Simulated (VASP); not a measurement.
A run of VASP 6.6.1 is set up as follows.

POSCAR

```
Ce
1.0
    0.0000000000      2.3311998837      2.3311998837
    2.3311998837      0.0000000000      2.3311998837
    2.3311998837      2.3311998837      0.0000000000
Ce
1
Direct
    0.0000000000      0.0000000000      0.0000000000
```

The input INCAR.step1:

```
SYSTEM = Ce
  ALGO = Normal
  EDIFF = 1E-4
  ENCUT = 520
  GGA = PE
  ISMEAR = 0
  LASPH = .True.
  LCHARG = .False.
  LREAL = .False.
  LWAVE = .True.
  NBANDS = 12
  NELM = 60
  PREC = Accurate
  SIGMA = 0.05
```

The input INCAR.step2:

```
SYSTEM = Ce
  ALGO = Normal
  EDIFF = 1E-7
  ENCUT = 520
  ISIF = 2
  ISMEAR = 0
  ISTART = 1
  LASPH = .True.
  LCHARG = .False.
  LMIXTAU = .True.
  LREAL = .False.
  LWAVE = .False.
  METAGGA = R2SCAN
  NBANDS = 12
  NELM = 60
  PREC = Accurate
  SIGMA = 0.05
```

KPOINTS

```
k-points
0
Gamma
  16 16 16
  0 0 0
```

Potentials or basis: VASP PAW PBE potentials, release 64 (Ce).

Launch:

```console
$ cat potpaw_PBE.64/Ce/POTCAR > POTCAR
$ cp INCAR.step1 INCAR
$ mpirun -np 1 vasp_std > vasp.out
$ cp INCAR.step2 INCAR
$ mpirun -np 1 vasp_std > vasp.out
```

(1) Predict the pressure.

(2) Predict the band gap on the k mesh.

## Answers

(1) -0.3 GPa.

(2) zero (band 6 reaches 10.40 eV, above the bottom of band 7 at 9.98 eV).

Caveat: the PAW data sets were made with another functional, which shifts forces and pressure a little; spin-orbit coupling is left out, which moves the levels of the heavy elements.
